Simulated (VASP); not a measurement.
# TaN (P-6m2) in VASP: a series of runs

Runs on TaN. Level: r2SCAN. Tasks: relaxation of cell and atoms.

Everything below comes from runs of VASP 6.6.1. Logs are shortened: lines on timing, memory, paths and dates and some standing lists are left out, and cuts for length are marked.

### Step 1. The cell of the first run

The structure is hexagonal, space group P-6m2 (No. 187). The conventional cell has a = 2.843 Å, b = 2.843 Å, c = 2.802 Å, α = 90.00°, β = 90.00°, γ = 120.00°. Within 2.9 Å of Ta (site symmetry -6m2) lie 6 N at 2.16 Å and 8 Ta at 2.80 to 2.84 Å. Within 2.9 Å of N (site symmetry -6m2) lie 6 Ta at 2.16 Å and 8 N at 2.80 to 2.84 Å.

### Step 2. Relaxation of cell and atoms, r2SCAN, target pressure 40 GPa, at which the enthalpy is minimised

The input, POSCAR:

```
TaN
1.0
    2.8432749122      0.0000000000      0.0000000000
   -1.4216374561      2.4623483039      0.0000000000
    0.0000000000      0.0000000000      2.8017811444
Ta N
1 1
Direct
    0.3333333333      0.6666666667      0.5000000000
    0.0000000000      0.0000000000      0.0000000000
```

The input, INCAR.step1:

```
SYSTEM = TaN
PREC     = Accurate       ! precision mode
ENCUT    = 600            ! plane-wave cutoff, eV
ISMEAR   = 0              ! smearing method
SIGMA    = 0.1            ! smearing width, eV
LREAL    = .FALSE.        ! projectors in reciprocal space
LASPH    = .TRUE.         ! aspherical terms in the spheres
NELM     = 60             ! most SCF steps
GGA      = PE             ! functional
ALGO     = Normal         ! electronic algorithm
EDIFF    = 1E-4           ! SCF threshold, eV
LWAVE    = .TRUE.         ! write WAVECAR
LCHARG   = .FALSE.        ! write CHGCAR
```

The input, INCAR.step2:

```
SYSTEM = TaN
PREC     = Accurate       ! precision mode
ENCUT    = 600            ! plane-wave cutoff, eV
EDIFF    = 1E-6           ! SCF threshold, eV
ISMEAR   = 0              ! smearing method
SIGMA    = 0.1            ! smearing width, eV
LREAL    = .FALSE.        ! projectors in reciprocal space
LASPH    = .TRUE.         ! aspherical terms in the spheres
NELM     = 60             ! most SCF steps
ALGO     = Normal         ! electronic algorithm
ISIF     = 3              ! what is computed and relaxed
LWAVE    = .FALSE.        ! write WAVECAR
LCHARG   = .FALSE.        ! write CHGCAR
METAGGA  = R2SCAN         ! meta-GGA
LMIXTAU  = .TRUE.       
IBRION   = 2              ! ionic algorithm
NSW      = 70             ! ionic steps
EDIFFG   = -0.008         ! ionic threshold
PSTRESS  = 400.0        
ISTART   = 1
```

The input, KPOINTS:

```
Automatic mesh
0
G
  18 18 14
  0 0 0
```

Potentials or basis: VASP PAW PBE potentials, release 64 (Ta_pv, N).

Launch:

```
cat potpaw_PBE.64/Ta_pv/POTCAR potpaw_PBE.64/N/POTCAR > POTCAR
cp INCAR.step1 INCAR
mpirun -np 1 vasp_std > vasp.out
cp INCAR.step2 INCAR
mpirun -np 1 vasp_std > vasp.out
```

OUTCAR:

```text
SYSTEM = TaN
   PREC = Accurate
   ENCUT = 600
   EDIFF = 1E-6
   ISMEAR = 0
   LREAL = .FALSE.
   LASPH = .TRUE.
   NELM = 60
   ISIF = 3
   METAGGA = R2SCAN
   IBRION = 2
   NSW = 70
   EDIFFG = -0.008
   PSTRESS = 400.0
   ISTART = 1

 ion  position               nearest neighbor table
   1  0.333  0.667  0.500-   2 2.16   2 2.16   2 2.16   2 2.16   2 2.16   2 2.16
   2  0.000  0.000  0.000-   1 2.16   1 2.16   1 2.16   1 2.16   1 2.16   1 2.16

  LATTYP: Found a hexagonal cell.
 ALAT       =     2.8432749122
 C/A-ratio  =     0.9854063469

  Lattice vectors:

 A1 = (   2.8432749122,   0.0000000000,   0.0000000000)
 A2 = (  -1.4216374561,   2.4623483039,   0.0000000000)
 A3 = (   0.0000000000,   0.0000000000,   2.8017811444)

Analysis of symmetry for initial positions (statically):
=====================================================================
 Subroutine PRICEL returns:
 Original cell was already a primitive cell.

 Routine SETGRP: Setting up the symmetry group for a
 hexagonal supercell.

 Subroutine GETGRP returns: Found 12 space group operations
 (whereof 12 operations were pure point group operations)
 out of a pool of 24 trial point group operations.

The static configuration has the point symmetry D_3h.

Analysis of symmetry for dynamics (positions and initial velocities):
=====================================================================
 Subroutine PRICEL returns:
 Original cell was already a primitive cell.

 Routine SETGRP: Setting up the symmetry group for a
 hexagonal supercell.

 Subroutine GETGRP returns: Found 12 space group operations
 (whereof 12 operations were pure point group operations)
 out of a pool of 24 trial point group operations.

The dynamic configuration has the point symmetry D_3h.

 Subroutine INISYM returns: Found 12 space group operations
 (whereof 12 operations are pure point group operations),
 and found     1 'primitive' translations

----------------------------------------------------------------------------------------

                                     Primitive cell

  volume of cell :      19.6156

  direct lattice vectors                    reciprocal lattice vectors
     2.843274912  0.000000000  0.000000000     0.351707109  0.203058194  0.000000000
    -1.421637456  2.462348304  0.000000000     0.000000000  0.406116388  0.000000000
     0.000000000  0.000000000  2.801781144     0.000000000  0.000000000  0.356915815

  length of vectors
     2.843274912  2.843274912  2.801781144     0.406116388  0.406116388  0.356915815

  position of ions in fractional coordinates (direct lattice)
     0.333333333  0.666666667  0.500000000
     0.000000000  0.000000000  0.000000000

  ion indices of the primitive-cell ions
   primitive index   ion index
                 1           1
                 2           2

----------------------------------------------------------------------------------------

 KPOINTS: Automatic mesh

Automatic generation of k-mesh.
 Grid dimensions read from file:
 generate k-points for:   18   18   14

 Generating k-lattice:

  Cartesian coordinates                     Fractional coordinates (reciprocal lattice)
     0.019539284  0.011281011  0.000000000     0.055555556  0.000000000  0.000000000
     0.000000000  0.022562022  0.000000000     0.000000000  0.055555556  0.000000000
     0.000000000  0.000000000  0.025493987     0.000000000  0.000000000  0.071428571

  Length of vectors
     0.022562022  0.022562022  0.025493987

  Shift w.r.t. Gamma in fractional coordinates (k-lattice)
     0.000000000  0.000000000  0.000000000

 Subroutine IBZKPT returns following result:
 ===========================================

 Found    296 irreducible k-points:

 Following reciprocal coordinates:
            Coordinates               Weight
  0.000000  0.000000  0.000000      1.000000
  0.055556  0.000000  0.000000      6.000000
  0.111111  0.000000  0.000000      6.000000
  0.166667  0.000000  0.000000      6.000000
  0.222222  0.000000  0.000000      6.000000
  0.277778  0.000000  0.000000      6.000000
[... 16 lines left out ...]
  0.333333  0.111111  0.000000     12.000000
  0.388889  0.111111  0.000000     12.000000
 [... further k-points ...]
   k-points           NKPTS =    296   k-points in BZ     NKDIM =    296   number of bands    NBANDS=     12
   number of dos      NEDOS =    301   number of ions     NIONS =      2
   total plane-waves  NPLWV =  13824
   dimension x,y,z NGX =    24 NGY =   24 NGZ =   24
   dimension x,y,z NGXF=    48 NGYF=   48 NGZF=   48
   ions per type =               1   1
   NGX,Y,Z   is equivalent  to a cutoff of  14.03, 14.03, 14.24 a.u.
   NGXF,Y,Z  is equivalent  to a cutoff of  28.07, 28.07, 28.48 a.u.
 SYSTEM =  TaN
   PREC   = accura    normal or accurate (medium, high low for compatibility)
   ISTART =      1    job   : 0-new  1-cont  2-samecut
   ICHARG =      0    charge: 1-file 2-atom 10-const
   ISPIN  =      1    spin polarized calculation?
   LNONCOLLINEAR =      F non collinear calculations
   LSORBIT =      F    spin-orbit coupling
   LASPH  =      T    aspherical Exc in radial PAW
   ENCUT  =  600.0 eV  44.10 Ry    6.64 a.u.   5.68  5.68  5.60*2*pi/ulx,y,z
   NELM   =     60;   NELMIN=  2; NELMDL=  0     # of ELM steps
   EDIFF  = 0.1E-05   stopping-criterion for ELM
   LREAL  =      F    real-space projection
   EDIFFG = -.8E-02   stopping-criterion for IOM
   NSW    =     70    number of steps for IOM
   IBRION =      2    ionic relax: 0-MD 1-quasi-New 2-CG
   NFREE  =      1    steps in history (QN), initial steepest desc. (CG)
   ISIF   =      3    stress and relaxation
   ISYM   =      2    0-nonsym 1-usesym 2-fastsym
   POTIM  = 0.5000    time-step for ionic-motion
   TEBEG  =    0.0;   TEEND  =   0.0 temperature during run
   PSTRESS=  400.0 pullay stress
   NELECT =      16.0000    total number of electrons
   NUPDOWN=      -1.0000    fix difference up-down
   EMIN   =  10.00;   EMAX   =-10.00  energy-range for DOS
   EFERMI =   0.00;   METHOD = LEGACY
   ISMEAR =     0;   SIGMA  =   0.10  broadening in eV -4-tet -1-fermi 0-gaus
   EFERMI_NEDOS =   21; number of points for ismear=-14 and -15
   IALGO  =     38    algorithm
   IMIX   =      4    mixing-type and parameters
     AMIX     =   0.40;   BMIX     =  1.00
     AMIX_MAG =   1.60;   BMIX_MAG =  1.00
  volume/ion in A,a.u.               =       9.81        66.19
  Fermi-wavevector in a.u.,A,eV,Ry     =   1.529610  2.890543 31.833633  2.339706
  Thomas-Fermi vector in A             =   2.637207
   LORBIT       =      0    0 simple, 1 ext, 2 COOP (PROOUT), +10 PAW based schemes
   METAGGA = R2SCAN    functional components
   LHFCALC =     F    Hartree Fock is set to
   AEXX    =    0.0000 exact exchange contribution
   IVDW    =     0    specifies the selected vdW correction
   LEPSILON=     F    determine dielectric tensor
   LRPA    =     F    only Hartree local field effects (RPA)
 conjugate gradient relaxation of ions
 non-spin polarized calculation
 Gauss-broadening in eV      SIGMA  =   0.10
  energy-cutoff  :      600.00
  volume of cell :       19.62
 maximum number of plane-waves:       672
 NGX is ok and might be reduce to    24
   NGX = 11   NGY = 11   NGZ = 11

--------------------------------------- Ionic step        1  -------------------------------------------

 number of electron      16.0000000 magnetization

 Free energy of the ion-electron system (eV)
  ---------------------------------------------------
  ext. energy  EPLUGINS =         0.00000000
  ---------------------------------------------------
  free energy    TOTEN  =       -60.14421222 eV

  energy without entropy =      -60.14398457  energy(sigma->0) =      -60.14409839

------------------------ aborting loop because EDIFF is reached ----------------------------------------

  FORCE on cell =-STRESS in cart. coord.  units (eV):
  Direction    XX          YY          ZZ          XY          YZ          ZX
  --------------------------------------------------------------------------------------
  -------------------------------------------------------------------------------------
  Total        5.2224109      5.2224109      5.5273473      0.0000000     -0.0000000      0.0000000
  in kB      426.5589663    426.5589663    451.4657305      0.0000000     -0.0000000      0.0000000
  external PRESSURE =      34.8612210 kB  Pullay stress =     400.0000000 kB

 VOLUME and BASIS-vectors are now :
 -----------------------------------------------------------------------------
  energy-cutoff  :      600.00
  volume of cell :       19.62
      direct lattice vectors                 reciprocal lattice vectors
     2.843274912  0.000000000  0.000000000     0.351707109  0.203058194  0.000000000
    -1.421637456  2.462348304  0.000000000     0.000000000  0.406116388  0.000000000
     0.000000000  0.000000000  2.801781144     0.000000000  0.000000000  0.356915815
[... 160 lines left out ...]
  FREE ENERGIE OF THE ION-ELECTRON SYSTEM (eV)
  ---------------------------------------------------
  free  energy   TOTEN  =       -60.1751141027 eV

  energy  without entropy=      -60.1748863295  energy(sigma->0) =      -60.17500022

  enthalpy is  TOTEN    =       -55.2485418705 eV   P V=        4.9265722322

--------------------------------------- Ionic step        6  -------------------------------------------

 number of electron      16.0000000 magnetization

 Free energy of the ion-electron system (eV)
  ---------------------------------------------------
  ext. energy  EPLUGINS =         0.00000000
  ---------------------------------------------------
  free energy    TOTEN  =       -60.17678474 eV

  energy without entropy =      -60.17655671  energy(sigma->0) =      -60.17667072

 E-fermi :   9.1392     XC(G=0): -14.9064

 val. band max:        9.0980457351   @ k =   0.0000   0.0000   0.4286
 cond. band min:       9.1656273316   @ k =   0.0556   0.0000   0.5000
 fundamental gap:      0.0675815965
 Fermi energy:         9.1392097219

 k-point     1 :       0.0000    0.0000    0.0000
  band No.  band energies     occupation
      1     -26.7382      2.00000
      2     -26.3922      2.00000
      3     -26.3922      2.00000
      4     -10.3301      2.00000
      5       3.9733      2.00000
      6       3.9733      2.00000
      7       4.3169      2.00000
      8       5.8708      2.00000
      9      12.4127      0.00000
     10      13.3121      0.00000
     11      13.3121      0.00000
     12      13.9052      0.00000

 k-point     2 :       0.0556    0.0000    0.0000
  band No.  band energies     occupation
      1     -26.7319      2.00000
      2     -26.4420      2.00000
      3     -26.4024      2.00000
      4     -10.2524      2.00000
      5       3.7548      2.00000
      6       4.0323      2.00000
      7       4.4313      2.00000
      8       5.7586      2.00000
      9      12.6874      0.00000
     10      13.1484      0.00000
     11      13.3218      0.00000
     12      13.8643      0.00000
[... 316 lines left out ...]
 k-point    24 :       0.3889    0.1111    0.0000
  band No.  band energies     occupation
      1     -27.7773      2.00000
      2     -26.8237      2.00000
      3     -26.5254      2.00000
      4      -7.6544      2.00000
      5       0.2614      2.00000
      6       3.2350      2.00000
      7       4.4135      2.00000
      8       6.5262      2.00000
      9      11.8717      0.00000
     10      12.7601      0.00000
     11      14.5788      0.00000
     12      16.2307      0.00000

 [... further k-points ...]
[... 5 lines left out ...]
  --------------------------------------------------------------------------------------
  -------------------------------------------------------------------------------------
  Total        4.9326971      4.9326971      4.9353198     -0.0000000      0.0000000      0.0000000
  in kB      400.3647696    400.3647696    400.5776431     -0.0000000      0.0000000      0.0000000
  external PRESSURE =       0.4357275 kB  Pullay stress =     400.0000000 kB

 VOLUME and BASIS-vectors are now :
 -----------------------------------------------------------------------------
  energy-cutoff  :      600.00
  volume of cell :       19.74
      direct lattice vectors                 reciprocal lattice vectors
     2.846727047  0.000000000 -0.000000000     0.351280605  0.202811952  0.000000000
    -1.423363523  2.465337940  0.000000000     0.000000000  0.405623904  0.000000000
     0.000000000 -0.000000000  2.812657760     0.000000000 -0.000000000  0.355535613

 POSITION                                       TOTAL-FORCE (eV/Angst)
 -----------------------------------------------------------------------------------
     -0.00000      1.64356      1.40633        -0.000000     -0.000000      0.000000
     -0.00000      0.00000      0.00000         0.000000      0.000000      0.000000
 -----------------------------------------------------------------------------------
    total drift:                                0.000000     -0.000000     -0.000000

  FREE ENERGIE OF THE ION-ELECTRON SYSTEM (eV)
  ---------------------------------------------------
  free  energy   TOTEN  =       -60.1767847370 eV

  energy  without entropy=      -60.1765567109  energy(sigma->0) =      -60.17667072

  enthalpy is  TOTEN    =       -55.2485817584 eV   P V=        4.9282029787

 reached required accuracy - stopping structural energy minimisation
```

Wall time 32 min (1 thread of Oxide Virtual Turin-like, shared host); peak memory 0.2 GiB.

Results:

- Free energy: -60.1768 eV
- Relaxed volume: 9.87 Å³/atom
- Relaxed cell: a = 2.847 Å, b = 2.847 Å, c = 2.813 Å, α = 90.00°, β = 90.00°, γ = 120.00°
- Space group after relaxing (to 0.1 Å): P-6m2 (No. 187)
- Energy change on relaxing (the run minimises the enthalpy): -16.3 meV/atom
- Ionic steps: 6
- Pressure after relaxing: 40.0 GPa
- Band gap on the k mesh: zero (bands 8 and 9 overlap by 0.29 eV)

Step by step:
| step | energy change (eV) | largest force (eV/Å) | pressure (GPa) | volume (Å³) |
| --- | --- | --- | --- | --- |
| 1 | 0.0000 | 0.0000 | 43.49 | 19.62 |
| 2 | -0.1343 | 0.0000 | 27.70 | 20.23 |
| 3 | -0.0348 | 0.0000 | 39.84 | 19.75 |
| 4 | -0.0341 | 0.0000 | 39.90 | 19.75 |
| 5 | -0.0309 | 0.0000 | 40.18 | 19.73 |
| 6 | -0.0326 | 0.0000 | 40.04 | 19.74 |

Final structure:
```cif
data_structure
_symmetry_space_group_name_H-M 'P 1'
_symmetry_Int_Tables_number 1
_cell_length_a 2.8467
_cell_length_b 2.8467
_cell_length_c 2.8127
_cell_angle_alpha 90.000
_cell_angle_beta 90.000
_cell_angle_gamma 120.000
_cell_volume 19.74
loop_
_atom_site_label
_atom_site_type_symbol
_atom_site_fract_x
_atom_site_fract_y
_atom_site_fract_z
_atom_site_occupancy
Ta1 Ta 0.33333 0.66667 0.50000 1
N1 N 0.00000 0.00000 0.00000 1
```

Caveat: the cell is relaxed towards a set pressure, so the run minimises the enthalpy, not the energy; the PAW data sets were made with another functional, which shifts forces and pressure a little; spin-orbit coupling is left out, which moves the levels of the heavy elements. Zero-point motion and thermal expansion aren't in these numbers.

[end of part 1 of 2]

The gap in the log of VASP goes by the Fermi energy; the results here count the filled bands.